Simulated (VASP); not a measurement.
Set up this calculation in VASP 6.6.1, as the native input.

- Task: single point
- Functional: PBE
- Dispersion: D3(BJ)
- Potentials or basis: VASP PAW PBE potentials, release 64 (P)
- Cutoff: 520 eV
- k mesh: 2 × 2 × 2, shifted
- Occupations: fermi-dirac, width 0.2241 eV
- Spin: no spin polarisation
- Dipole correction: no
- Further INCAR settings: LREAL = Auto; ALGO = Normal; EDIFF = 1e-06; NBANDS = 54

The structure of P lies in POSCAR:

```
P
1.0
   -3.5628635720     -6.1710607271      0.0000000000
   -7.1257271440      0.0000000000      0.0000000000
   -3.5628635720     -2.0570202424     -6.4614128885
P
16
Direct
    0.6110669165      0.6405657201      0.1588627778
    0.6202815452      0.0980872777      0.1660819419
    0.1343585310      0.5826016648      0.1546568865
    0.5937531094      0.7000608392      0.6230519655
    0.2259286823      0.0414473190      0.1225162381
    0.6229385096      0.1410623435      0.6903172846
    0.0567979263      0.6022359497      0.6667467432
    0.0943274240      0.0978271052      0.6692796258
    0.8880210345      0.8295920608      0.3733610654
    0.9024305070      0.4162961764      0.3183802112
    0.4045243394      0.8772193268      0.3572447760
    0.8751942379      0.8753026627      0.8611899744
    0.3990095678      0.4123717747      0.3330053406
    0.8208651528      0.3880729276      0.8120694484
    0.4020502546      0.9399155280      0.8135658703
    0.3484520932      0.3573414365      0.8796699883
```

This cell differs from its parent crystal: dynamics (nve) at 2600 K, volume x 1.1, from the last frame before.

The input as run:

INCAR

```
SYSTEM = P
ALGO = Normal ; EDIFF = 1E-6
ENCUT = 520 ; GGA = PE
ISIF = 2 ; ISMEAR = -1
IVDW = 12 ; LASPH = .TRUE.
LCHARG = .FALSE. ; LREAL = Auto
LWAVE = .FALSE. ; NBANDS = 54
NELM = 100 ; PREC = Accurate
SIGMA = 0.2241
```

KPOINTS

```
Automatic mesh
0
Gamma
  2 2 2
  0.5 0.5 0.5
```

Potentials or basis: VASP PAW PBE potentials, release 64 (P).

Run with:

```bash
$ cat potpaw_PBE.64/P/POTCAR > POTCAR
$ mpirun -np 1 vasp_std > vasp.out
```

It gave:

The pressure is -4.6 GPa. The largest force is 2.338 eV/Å, the band gap on the k mesh is zero (band 40 reaches 7.41 eV, above the bottom of band 41 at 7.37 eV) and the dispersion energy per atom is -0.395 eV.

Caveat: the k points lie up to 0.53 Å⁻¹ apart; pairwise dispersion overbinds metals, which lowers pressure and volume; forces of over 1 eV/Å act on the atoms, so gaps and moduli don't describe the material at rest.

Wall time 4 min on 1 thread of Intel(R) Xeon(R) Platinum 8488C (Sapphire Rapids) (shared host), peak memory 0.43 GiB.
